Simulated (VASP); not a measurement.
Here is a VASP 6.6.1 calculation.

POSCAR

```
ZnS
1.0
    3.7876881396      0.0000000000      0.0000000000
   -1.8938440698      3.2802341505      0.0000000000
    0.0000000000      0.0000000000      6.2457351519
Zn S
2 2
Direct
    0.3333333333      0.6666666667      0.0053880718
    0.6666666667      0.3333333333      0.5053880718
    0.3333333333      0.6666666667      0.3796119282
    0.6666666667      0.3333333333      0.8796119282
```

The input INCAR.step1:

```
PREC = Accurate ; ENCUT = 520
ISMEAR = 0 ; SIGMA = 0.05
LREAL = F ; LASPH = T
NELM = 100 ; NBANDS = 26
GGA = PE ; ALGO = Normal
EDIFF = 1E-4 ; LWAVE = T
LCHARG = F
```

File INCAR.step2:

```
PREC = Accurate ; ENCUT = 520
EDIFF = 1E-6 ; ISMEAR = 0
SIGMA = 0.05 ; LREAL = F
LASPH = T ; NELM = 100
ALGO = Normal ; ISIF = 2
LWAVE = F ; LCHARG = T
METAGGA = R2SCAN ; LMIXTAU = T
LELF = T ; LVHAR = T
NBANDS = 26 ; ISTART = 1
```

Contents of KPOINTS:

```
Automatic mesh
0
Gamma
  6 6 4
```

Potentials or basis: VASP PAW PBE potentials, release 64 (Zn, S).

Launch:

```console
$ cat potpaw_PBE.64/Zn/POTCAR potpaw_PBE.64/S/POTCAR > POTCAR
$ cp INCAR.step1 INCAR
$ mpirun -np 1 vasp_std > vasp.out
$ cp INCAR.step2 INCAR
$ mpirun -np 1 vasp_std > vasp.out
```

(1) What does it give for the largest force?

(2) What does it give for the pressure?

Results:

(1) 0.038 eV/Å.

(2) 0.9 GPa.

Caveat: the cell differs from its parent crystal (strain -0.0050 x Voigt [1, 1, 0, 0, 0, 0]); the PAW data sets were made with another functional, which shifts forces and pressure a little.
